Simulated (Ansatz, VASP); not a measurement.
## One calculation of Al3Cu, two programs

```
Al Cu
1.0
     2.77841    0.00000    0.00000
     0.00000    2.77841    0.00000
     0.00000    0.00000    7.51340
Al Cu
3 1
Direct
  0.00000 0.00000 0.50000
  0.50000 0.50000 0.22612
  0.50000 0.50000 0.77388
  0.00000 0.00000 0.00000
```

Alike in both runs: task single point; functional PBEsol; k mesh 20 × 20 × 8; occupations gaussian, width 0.1 eV; no spin polarisation.

|  | VASP | Ansatz |
| --- | --- | --- |
| version | VASP 6.6.1 | Ansatz 0.2.0 |
| potentials or method | VASP PAW PBE potentials, release 64 (Al, Cu), cutoff 520 eV | scalar-relativistic, plane waves, PAW |
| valence electrons in the cell | 20 | 28 |

|  | VASP | Ansatz | Ansatz less VASP |
| --- | --- | --- | --- |
| gap on the k mesh at the Fermi level (eV) | none | none | - |
| pressure (GPa) | 1.2 | 0.9 | -0.26 |
| traceless stress, the component that is largest in VASP (GPa) | 0.40 | 0.41 | +0.010 |
| rms of the force components (eV/Å) | 0.064 | 0.072 | +0.0085 |

VASP's potentials were made for PBE, not for PBEsol. Atom by atom the forces differ by 0.009 eV/Å (rms over components). A gap of «none» marks a metal or a gap that the smearing closes. VASP's potentials hold 20 valence electrons a cell and Ansatz's 28, so a difference there can come from the potentials and not from the codes.
